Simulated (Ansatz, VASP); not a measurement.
# One calculation of AlGa3N4, two programs

The input POSCAR:

```
AlGa3N4
1.0
    0.0000000000     -4.4653444451      0.0000000000
    0.0000000000      0.0000000000     -4.4653444451
    8.9306888901      0.0000000000      0.0000000000
Al Ga N
2 6 8
Direct
    0.0000000000      0.0000000000      0.0000000000
    0.0000000000      0.0000000000      0.5000000000
    0.5000000000      0.0000000000      0.2500000000
    0.5000000000      0.0000000000      0.7500000000
    0.0000000000      0.5000000000      0.2500000000
    0.0000000000      0.5000000000      0.7500000000
    0.5000000000      0.5000000000      0.0000000000
    0.5000000000      0.5000000000      0.5000000000
    0.2446489449      0.7553510551      0.3776755275
    0.2446489449      0.7553510551      0.8776755275
    0.7553510551      0.2446489449      0.3776755275
    0.7553510551      0.2446489449      0.8776755275
    0.2446489449      0.2446489449      0.1223244725
    0.2446489449      0.2446489449      0.6223244725
    0.7553510551      0.7553510551      0.1223244725
    0.7553510551      0.7553510551      0.6223244725
```

File INCAR.step1:

```
  PREC = Accurate
  ENCUT = 520
  ISMEAR = 0
  SIGMA = 0.05
  LREAL = Auto
  LASPH = T
  NELM = 100
  NBANDS = 76
  GGA = PE
  ALGO = Normal
  EDIFF = 1E-4
  LWAVE = T
  LCHARG = F
```

File INCAR.step2:

```
  PREC = Accurate
  ENCUT = 520
  EDIFF = 1E-6
  ISMEAR = 0
  SIGMA = 0.05
  LREAL = Auto
  LASPH = T
  NELM = 100
  ALGO = Normal
  ISIF = 2
  LWAVE = F
  LCHARG = T
  METAGGA = R2SCAN
  LMIXTAU = T
  LELF = T
  LVHAR = T
  NBANDS = 76
  ISTART = 1
```

File KPOINTS:

```
regular mesh
0
Gamma
  5 5 3
```

Input for Ansatz:

```yaml
crystal:
  lattice:
    - [0.0, -4.4653444451, 0.0]
    - [0.0, 0.0, -4.4653444451]
    - [8.9306888901, 0.0, 0.0]
  atoms:
    - { symbol: Al, position: [0.0, 0.0, 0.0] }
    - { symbol: Al, position: [0.0, 0.0, 0.5] }
    - { symbol: Ga, position: [0.5, 0.0, 0.25] }
    - { symbol: Ga, position: [0.5, 0.0, 0.75] }
    - { symbol: Ga, position: [0.0, 0.5, 0.25] }
    - { symbol: Ga, position: [0.0, 0.5, 0.75] }
    - { symbol: Ga, position: [0.5, 0.5, 0.0] }
    - { symbol: Ga, position: [0.5, 0.5, 0.5] }
    - { symbol: "N", position: [0.2446489449, 0.7553510551, 0.3776755275] }
    - { symbol: "N", position: [0.2446489449, 0.7553510551, 0.8776755275] }
    - { symbol: "N", position: [0.7553510551, 0.2446489449, 0.3776755275] }
    - { symbol: "N", position: [0.7553510551, 0.2446489449, 0.8776755275] }
    - { symbol: "N", position: [0.2446489449, 0.2446489449, 0.1223244725] }
    - { symbol: "N", position: [0.2446489449, 0.2446489449, 0.6223244725] }
    - { symbol: "N", position: [0.7553510551, 0.7553510551, 0.1223244725] }
    - { symbol: "N", position: [0.7553510551, 0.7553510551, 0.6223244725] }
basis:
  ecutwfc: 500
kpoints:
  mp_grid: { grid: [5, 5, 3] }
hamiltonian:
  xc: r2scan
scf:
  occupations: { method: gaussian, width: 0.05 }
output:
  forces: true
  stress: true
  eigenvalues: true
```

Alike in both runs: task single point; functional r2SCAN; k mesh 5 × 5 × 3; occupations gaussian, width 0.05 eV; no spin polarisation.

|  | VASP | Ansatz |
| --- | --- | --- |
| version | VASP 6.6.1 | Ansatz 0.2.0 |
| potentials or method | VASP PAW PBE potentials, release 64 (Al, Ga_d, N), cutoff 520 eV | scalar-relativistic, plane waves, PAW |
| valence electrons in the cell | 124 | 124 |

|  | VASP | Ansatz | Ansatz less VASP |
| --- | --- | --- | --- |
| gap on the k mesh at the Fermi level (eV) | 2.82 | 2.82 | -0.001 |
| least direct gap on the mesh (eV) | 2.82 | 2.82 | -0.001 |
| rms of the force components (eV/Å) | 0.033 | 0.000 | -0.0326 |

VASP's potentials were made for PBE, not for r2SCAN. Atom by atom the forces differ by 0.033 eV/Å (rms over components).
